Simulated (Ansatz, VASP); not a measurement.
## InSb3 in VASP and in Ansatz

```xyz
4
Lattice="0.0000 3.7946 3.7946 3.7946 0.0000 3.7946 3.7946 3.7946 0.0000" Properties=species:S:1:pos:R:3 pbc="T T T"
In    0.0000    0.0450    0.0000
Sb    1.8973    1.8973    1.8973
Sb    5.6918    5.6918    5.6918
Sb    3.7946    3.7946    3.7946
```

Change from the starting cell: one atom moved.

Alike in both runs: task single point; functional PBE; k mesh 8 × 8 × 8; occupations gaussian, width 0.1 eV; no spin polarisation.

```csv
,VASP,Ansatz
version,VASP 6.6.1,Ansatz 0.2.0
potentials or method,"VASP PAW PBE potentials, release 64 (In_d, Sb), cutoff 520 eV","scalar-relativistic, plane waves, PAW"
valence electrons in the cell,28,58
```

|  | VASP | Ansatz | Ansatz less VASP |
| --- | --- | --- | --- |
| gap on the k mesh at the Fermi level (eV) | none | none | - |
| pressure (GPa) | -0.4 | -0.3 | +0.11 |
| rms of the force components (eV/Å) | 0.035 | 0.035 | 0.0000 |

Atom by atom the forces differ by 0.000 eV/Å (rms over components). A gap of «none» marks a metal or a gap that the smearing closes. The functional is the same, so the differences come from potentials, cutoffs and numerics. VASP's potentials hold 28 valence electrons a cell and Ansatz's 58, so a difference there can come from the potentials and not from the codes.

Spin-orbit coupling is off throughout.
